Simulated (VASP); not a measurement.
# Dy5C (I4/m) in VASP: single point with PBE

Aim: the single point of Dy5C with PBE.

Program: VASP 6.6.1. These are calculated values, not measurements. Logs are shortened: lines on timing, memory, paths and dates and some standing lists are left out, and cuts for length are marked.

**1. The cell of the first run**

It takes space group I4/m (No. 87, tetragonal). Conventional cell: a = 8.115 Å, b = 8.115 Å, c = 5.012 Å, α = 90.00°, β = 90.00°, γ = 90.00°. Within 3.2 Å of Dy (site symmetry m) lie 1 C at 2.41 Å. Within 3.3 Å of Dy (site symmetry 4/m) lie 2 C at 2.51 Å. Within 3.2 Å of C (site symmetry 4/m) lie 6 Dy at 2.41 to 2.51 Å.

**2. Single point, PBE**

INCAR

```
SYSTEM = Dy5C
  PREC = Accurate
  ENCUT = 600
  EDIFF = 1E-6
  ISMEAR = 0
  SIGMA = 0.1
  LREAL = .False.
  LASPH = .True.
  NELM = 200
  ALGO = Normal
  ISIF = 2
  LWAVE = .False.
  LCHARG = .False.
  GGA = PE
  NBANDS = 34
  GGA_COMPAT = .False.
  LMAXMIX = 6
```

KPOINTS

```
regular mesh
0
Gamma
  4 4 4
  0 0 0
```

POSCAR

```
Dy5C
1.0
   -4.0573146205      4.0573146205      2.5062156908
    4.0573146205     -4.0573146205      2.5062156908
    4.0573146205      4.0573146205     -2.5062156908
Dy C
5 1
Direct
    0.0847709734      0.2852665488      0.3700375222
    0.9152290266      0.7147334512      0.6299624778
    0.7147334512      0.0847709734      0.7995044246
    0.2852665488      0.9152290266      0.2004955754
    0.5000000000      0.5000000000      0.0000000000
    0.0000000000      0.0000000000      0.0000000000
```

Potentials or basis: VASP PAW PBE potentials, release 64 (Dy_3, C), 4f in core.

Started as:

```sh
$ cat potpaw_PBE.64/Dy_3/POTCAR potpaw_PBE.64/C/POTCAR > POTCAR
$ mpirun -np 1 vasp_std > vasp.out
```

OUTCAR:

```text
SYSTEM = Dy5C
   PREC = Accurate
   ENCUT = 600
   EDIFF = 1E-6
   ISMEAR = 0
   LREAL = .False.
   LASPH = .True.
   NELM = 200
   ISIF = 2
   GGA = PE

 ion  position               nearest neighbor table
   1  0.085  0.285  0.370-   6 2.41   3 3.42   4 3.42   5 3.48   5 3.48   4 3.65   3 3.65   4 3.65
                             3 3.65   2 3.71   2 3.71   2 3.75   5 3.79
   2  0.915  0.715  0.630-   6 2.41   4 3.42   3 3.42   5 3.48   5 3.48   3 3.65   4 3.65   3 3.65
                             4 3.65   1 3.71   1 3.71   1 3.75   5 3.79
   3  0.715  0.085  0.800-   6 2.41   1 3.42   2 3.42   5 3.48   5 3.48   2 3.65   1 3.65   2 3.65
                             1 3.65   4 3.71   4 3.71   4 3.75   5 3.79
   4  0.285  0.915  0.200-   6 2.41   2 3.42   1 3.42   5 3.48   5 3.48   1 3.65   2 3.65   1 3.65
                             2 3.65   3 3.71   3 3.71   3 3.75   5 3.79
   5  0.500  0.500  0.000-   6 2.51   6 2.51   4 3.48   3 3.48   3 3.48   4 3.48   1 3.48   2 3.48
                             2 3.48   1 3.48   4 3.79   3 3.79   2 3.79   1 3.79
   6  0.000  0.000  0.000-   3 2.41   4 2.41   1 2.41   2 2.41   5 2.51   5 2.51

  LATTYP: Found a body centered tetragonal cell.
 ALAT       =     8.1146292410
 C/A-ratio  =     0.6177030685

  Lattice vectors:

 A1 = (  -4.0573146205,   4.0573146205,   2.5062156908)
 A2 = (   4.0573146205,  -4.0573146205,   2.5062156908)
 A3 = (   4.0573146205,   4.0573146205,  -2.5062156908)

Analysis of symmetry for initial positions (statically):
=====================================================================
 Subroutine PRICEL returns:
 Original cell was already a primitive cell.

 Routine SETGRP: Setting up the symmetry group for a
 body centered tetragonal supercell.

 Subroutine GETGRP returns: Found  8 space group operations
 (whereof  8 operations were pure point group operations)
 out of a pool of 16 trial point group operations.

The static configuration has the point symmetry C_4h.

Analysis of symmetry for dynamics (positions and initial velocities):
=====================================================================
 Subroutine PRICEL returns:
 Original cell was already a primitive cell.

 Routine SETGRP: Setting up the symmetry group for a
 body centered tetragonal supercell.

 Subroutine GETGRP returns: Found  8 space group operations
 (whereof  8 operations were pure point group operations)
 out of a pool of 16 trial point group operations.

The dynamic configuration has the point symmetry C_4h.

 Subroutine INISYM returns: Found  8 space group operations
 (whereof  8 operations are pure point group operations),
 and found     1 'primitive' translations

----------------------------------------------------------------------------------------

                                     Primitive cell

  volume of cell :     165.0273

  direct lattice vectors                    reciprocal lattice vectors
    -4.057314620  4.057314620  2.506215691     0.000000000  0.123234219  0.199503978
     4.057314620 -4.057314620  2.506215691     0.123234219  0.000000000  0.199503978
     4.057314620  4.057314620 -2.506215691     0.123234219  0.123234219  0.000000000

  length of vectors
     6.261367339  6.261367339  6.261367339     0.234496290  0.234496290  0.174279504

  position of ions in fractional coordinates (direct lattice)
     0.084770973  0.285266549  0.370037522
     0.915229027  0.714733451  0.629962478
     0.714733451  0.084770973  0.799504425
     0.285266549  0.915229027  0.200495575
     0.500000000  0.500000000  0.000000000
     0.000000000  0.000000000  0.000000000

  ion indices of the primitive-cell ions
   primitive index   ion index
                 1           1
                 2           2
                 3           3
                 4           4
                 5           5
                 6           6

----------------------------------------------------------------------------------------

 KPOINTS: regular mesh

Automatic generation of k-mesh.
 Grid dimensions read from file:
 generate k-points for:    4    4    4

 Generating k-lattice:

  Cartesian coordinates                     Fractional coordinates (reciprocal lattice)
     0.000000000  0.030808555  0.049875994     0.250000000  0.000000000  0.000000000
     0.030808555  0.000000000  0.049875994     0.000000000  0.250000000  0.000000000
     0.030808555  0.030808555  0.000000000     0.000000000  0.000000000  0.250000000

  Length of vectors
     0.058624073  0.058624073  0.043569876

  Shift w.r.t. Gamma in fractional coordinates (k-lattice)
     0.000000000  0.000000000  0.000000000

 Subroutine IBZKPT returns following result:
 ===========================================

 Found     14 irreducible k-points:

 Following reciprocal coordinates:
            Coordinates               Weight
  0.000000  0.000000  0.000000      1.000000
  0.250000  0.000000 -0.000000      8.000000
  0.500000  0.000000 -0.000000      4.000000
  0.250000  0.250000 -0.000000      8.000000
  0.500000  0.250000 -0.000000      8.000000
 -0.250000  0.500000 -0.000000      8.000000
 -0.250000  0.250000  0.000000      4.000000
  0.500000  0.500000 -0.000000      2.000000
  0.250000  0.250000  0.250000      2.000000
 -0.250000  0.250000  0.250000      4.000000
  0.500000  0.500000  0.250000      4.000000
 -0.250000  0.500000  0.250000      8.000000
 -0.250000 -0.250000  0.250000      2.000000
  0.500000  0.500000  0.500000      1.000000
   k-points           NKPTS =     14   k-points in BZ     NKDIM =     14   number of bands    NBANDS=     34
   number of dos      NEDOS =    301   number of ions     NIONS =      6
   total plane-waves  NPLWV = 125000
   dimension x,y,z NGX =    50 NGY =   50 NGZ =   50
   dimension x,y,z NGXF=   100 NGYF=  100 NGZF=  100
   ions per type =               5   1
   NGX,Y,Z   is equivalent  to a cutoff of  13.28, 13.28, 13.28 a.u.
   NGXF,Y,Z  is equivalent  to a cutoff of  26.55, 26.55, 26.55 a.u.
 SYSTEM =  Dy5C
   PREC   = accura    normal or accurate (medium, high low for compatibility)
   ISTART =      0    job   : 0-new  1-cont  2-samecut
   ICHARG =      2    charge: 1-file 2-atom 10-const
   ISPIN  =      1    spin polarized calculation?
   LNONCOLLINEAR =      F non collinear calculations
   LSORBIT =      F    spin-orbit coupling
   LASPH  =      T    aspherical Exc in radial PAW
   ENCUT  =  600.0 eV  44.10 Ry    6.64 a.u.  12.51 12.51 12.51*2*pi/ulx,y,z
   NELM   =    200;   NELMIN=  2; NELMDL= -5     # of ELM steps
   EDIFF  = 0.1E-05   stopping-criterion for ELM
   LREAL  =      F    real-space projection
   EDIFFG = 0.1E-04   stopping-criterion for IOM
   NSW    =      0    number of steps for IOM
   IBRION =     -1    ionic relax: 0-MD 1-quasi-New 2-CG
   NFREE  =      0    steps in history (QN), initial steepest desc. (CG)
   ISIF   =      2    stress and relaxation
   ISYM   =      2    0-nonsym 1-usesym 2-fastsym
   POTIM  = 0.5000    time-step for ionic-motion
   TEBEG  =    0.0;   TEEND  =   0.0 temperature during run
   PSTRESS=    0.0 pullay stress
   NELECT =      49.0000    total number of electrons
   NUPDOWN=      -1.0000    fix difference up-down
   EMIN   =  10.00;   EMAX   =-10.00  energy-range for DOS
   EFERMI =   0.00;   METHOD = LEGACY
   ISMEAR =     0;   SIGMA  =   0.10  broadening in eV -4-tet -1-fermi 0-gaus
   EFERMI_NEDOS =   21; number of points for ismear=-14 and -15
   IALGO  =     38    algorithm
   IMIX   =      4    mixing-type and parameters
     AMIX     =   0.40;   BMIX     =  1.00
     AMIX_MAG =   1.60;   BMIX_MAG =  1.00
  volume/ion in A,a.u.               =      27.50       185.61
  Fermi-wavevector in a.u.,A,eV,Ry     =   1.092165  2.063893 16.229361  1.192824
  Thomas-Fermi vector in A             =   2.228425
   LORBIT       =      0    0 simple, 1 ext, 2 COOP (PROOUT), +10 PAW based schemes
   GGA     = PE    functional components
   LHFCALC =     F    Hartree Fock is set to
   AEXX    =    0.0000 exact exchange contribution
   IVDW    =     0    specifies the selected vdW correction
   LEPSILON=     F    determine dielectric tensor
   LRPA    =     F    only Hartree local field effects (RPA)
 non-spin polarized calculation
 Gauss-broadening in eV      SIGMA  =   0.10
  energy-cutoff  :      600.00
  volume of cell :      165.03
 maximum number of plane-waves:      5530
   NGX = 25   NGY = 25   NGZ = 25

 number of electron      48.9999999 magnetization

 Free energy of the ion-electron system (eV)
  ---------------------------------------------------
  ext. energy  EPLUGINS =         0.00000000
  ---------------------------------------------------
  free energy    TOTEN  =       -32.40861524 eV

  energy without entropy =      -32.37285272  energy(sigma->0) =      -32.39073398

 E-fermi :   3.1546     XC(G=0):  -9.8966

 val. band max:        3.1476048849   @ k =  -0.2500   0.5000   0.2500
 cond. band min:       3.1632204973   @ k =   0.5000   0.5000   0.5000
 fundamental gap:      0.0156156124
 Fermi energy:         3.1546277135

 k-point     1 :       0.0000    0.0000    0.0000
  band No.  band energies     occupation
      1     -20.2304      2.00000
      2     -20.1843      2.00000
      3     -20.1291      2.00000
      4     -20.1291      2.00000
      5     -20.0154      2.00000
      6     -20.0110      2.00000
[... 26 lines left out ...]
     33       5.1273      0.00000
     34       5.9874      0.00000

 k-point     2 :       0.2500    0.0000   -0.0000
  band No.  band energies     occupation
      1     -20.2685      2.00000
      2     -20.2302      2.00000
      3     -20.1646      2.00000
      4     -20.1335      2.00000
      5     -20.0707      2.00000
      6     -20.0025      2.00000
[... 26 lines left out ...]
     33       5.4583      0.00000
     34       5.6046      0.00000
[... 405 lines left out ...]
     33       5.3265      0.00000
     34       5.9202      0.00000

 k-point    14 :       0.5000    0.5000    0.5000
  band No.  band energies     occupation
      1     -20.2434      2.00000
      2     -20.1381      2.00000
      3     -20.1215      2.00000
      4     -20.1096      2.00000
      5     -20.1096      2.00000
      6     -19.9188      2.00000
[... 26 lines left out ...]
     33       6.3062      0.00000
     34       6.6613      0.00000

------------------------ aborting loop because EDIFF is reached ----------------------------------------

  FORCE on cell =-STRESS in cart. coord.  units (eV):
  Direction    XX          YY          ZZ          XY          YZ          ZX
  --------------------------------------------------------------------------------------
  -------------------------------------------------------------------------------------
  Total        0.4624009      0.4624009      0.3954984      0.0000010      0.0000000      0.0000000
  in kB        4.4892468      4.4892468      3.8397198      0.0000094      0.0000000      0.0000000
  external PRESSURE =       4.2727378 kB  Pullay stress =       0.0000000 kB

 VOLUME and BASIS-vectors are now :
 -----------------------------------------------------------------------------
  energy-cutoff  :      600.00
  volume of cell :      165.03
      direct lattice vectors                 reciprocal lattice vectors
    -4.057314620  4.057314620  2.506215691     0.000000000  0.123234219  0.199503978
     4.057314620 -4.057314620  2.506215691     0.123234219  0.000000000  0.199503978
     4.057314620  4.057314620 -2.506215691     0.123234219  0.123234219  0.000000000

 POSITION                                       TOTAL-FORCE (eV/Angst)
 -----------------------------------------------------------------------------------
      2.31483      0.68789      0.00000         0.030674      0.023533      0.000000
      1.74248      3.36943      2.50622        -0.030674     -0.023533     -0.000000
      0.68789      5.79980     -0.00000         0.023533     -0.030674     -0.000000
      3.36943     -1.74248      2.50622        -0.023533      0.030674      0.000000
      0.00000      0.00000      2.50622         0.000000      0.000000      0.000000
      0.00000      0.00000      0.00000         0.000000     -0.000000      0.000000
 -----------------------------------------------------------------------------------
    total drift:                                0.000000      0.000000     -0.000000

  FREE ENERGIE OF THE ION-ELECTRON SYSTEM (eV)
  ---------------------------------------------------
  free  energy   TOTEN  =       -32.4086152359 eV

  energy  without entropy=      -32.3728527152  energy(sigma->0) =      -32.39073398
```

It took 1.8 min on 1 thread of Intel Xeon Platinum 8259CL at 2.50GHz (Skylake/Cascade Lake), shared host; peak memory 0.39 GiB.

What came out:

| Item | Value |
| --- | --- |
| Free energy | -32.4086 eV |
| Pressure | 0.4 GPa |
| Largest force | 0.039 eV/Å |
| Band gap on the k mesh | zero (an odd number of electrons rules out a gap without spin polarisation) |

Forces in eV/Å, atoms in the order of the input:
```
Dy   0.031  0.024  0.000
Dy  -0.031 -0.024  0.000
Dy   0.024 -0.031  0.000
Dy  -0.024  0.031  0.000
Dy   0.000  0.000  0.000
C    0.000  0.000  0.000
```

Caveat: the k points lie up to 0.37 Å⁻¹ apart, too coarse for converged energies and pressures of a metal; spin-orbit coupling is left out, which moves the levels of the heavy elements; the 4f electrons are frozen in the core, so they carry no moment and show no levels. Spin polarisation is off, so any magnetic state and its effect on volume and gap are missing.
